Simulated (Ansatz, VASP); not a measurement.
**Two plane-wave programs on BN**

File POSCAR:

```
BN
1.0
    2.5040000000      0.0000000000      0.0000000000
   -1.2520000000      2.1685276111      0.0000000000
    0.0000000000      0.0000000000      6.6610000000
B N
2 2
Direct
    0.3333333333      0.6666666667      0.2500000000
    0.6666666667      0.3333333333      0.7500000000
    0.6666666667      0.3333333333      0.2500000000
    0.3333333333      0.6666666667      0.7500000000
```

File INCAR.step1:

```
SYSTEM = BN
PREC     = Accurate       ! precision mode
ENCUT    = 600            ! plane-wave cutoff, eV
ISMEAR   = 0              ! smearing method
SIGMA    = 0.01           ! smearing width, eV
LREAL    = .FALSE.        ! projectors in reciprocal space
LASPH    = .TRUE.         ! aspherical terms in the spheres
NELM     = 60             ! most SCF steps
GGA      = PE             ! functional
ALGO     = Normal         ! electronic algorithm
EDIFF    = 1E-4           ! SCF threshold, eV
LWAVE    = .TRUE.         ! write WAVECAR
LCHARG   = .FALSE.        ! write CHGCAR
```

The input INCAR.step2:

```
SYSTEM = BN
PREC     = Accurate       ! precision mode
ENCUT    = 600            ! plane-wave cutoff, eV
EDIFF    = 1E-6           ! SCF threshold, eV
ISMEAR   = 0              ! smearing method
SIGMA    = 0.01           ! smearing width, eV
LREAL    = .FALSE.        ! projectors in reciprocal space
LASPH    = .TRUE.         ! aspherical terms in the spheres
NELM     = 60             ! most SCF steps
ALGO     = Normal         ! electronic algorithm
ISIF     = 3              ! what is computed and relaxed
LWAVE    = .FALSE.        ! write WAVECAR
LCHARG   = .FALSE.        ! write CHGCAR
METAGGA  = R2SCAN         ! meta-GGA
LMIXTAU  = .TRUE.       
LUSE_VDW = .TRUE.       
IVDW_NL  = 2            
BPARAM   = 11.95        
CPARAM   = 0.0093       
IBRION   = 2              ! ionic algorithm
NSW      = 80             ! ionic steps
EDIFFG   = -0.002         ! ionic threshold
ISTART   = 1
```

File KPOINTS:

```
Automatic mesh
0
G
  12 12 4
  0 0 0
```

Input for Ansatz:

```yaml
crystal:
  lattice:
    - [2.504, 0.0, 0.0]
    - [-1.252, 2.1685276111, 0.0]
    - [0.0, 0.0, 6.661]
  atoms:
    - { symbol: B, position: [0.3333333333, 0.6666666667, 0.25] }
    - { symbol: "N", position: [0.6666666667, 0.3333333333, 0.25] }
    - { symbol: "N", position: [0.3333333333, 0.6666666667, 0.75] }
    - { symbol: B, position: [0.6666666667, 0.3333333333, 0.75] }
scf:
  occupations: { method: fixed }
output:
  forces: true
  stress: true
  eigenvalues: true
  write_density: true
  write_potential: true
  elf: true
  volumetric_format: npy
hamiltonian:
  xc: r2scan
  dispersion: rvv10
kpoints:
  mp_grid: { grid: [12, 12, 4] }
basis:
  ecutwfc: 560
relax:
  f_tol: 0.002
  max_steps: 60
  cell: { stress_tol: 0.005 }
```

Alike in both runs: task relaxation of cell and atoms; functional r2SCAN; dispersion rVV10; k mesh 12 × 12 × 4; no spin polarisation.

```csv
,VASP,Ansatz
version,VASP 6.6.1,Ansatz 0.2.0
potentials or method,"VASP PAW PBE potentials, release 64 (B, N), cutoff 600 eV","scalar-relativistic, plane waves, PAW"
occupations,"gaussian, width 0.01 eV",fixed
valence electrons in the cell,16,16
```

Ansatz gave:

| Quantity | Value |
| --- | --- |
| gap on the k mesh at the Fermi level, each at its own relaxed structure (eV) | 4.77 |
| relaxed volume (Å³/atom) | 8.84 |
| relaxed cell length with the largest relative difference (Å) | 6.526 |

Task: What did VASP give for the same quantities?

Result: gap on the k mesh at the Fermi level, each at its own relaxed structure (eV): 4.78; relaxed volume (Å³/atom): 8.79; relaxed cell length with the largest relative difference (Å): 6.484.

VASP's potentials were made for PBE, not for r2SCAN.
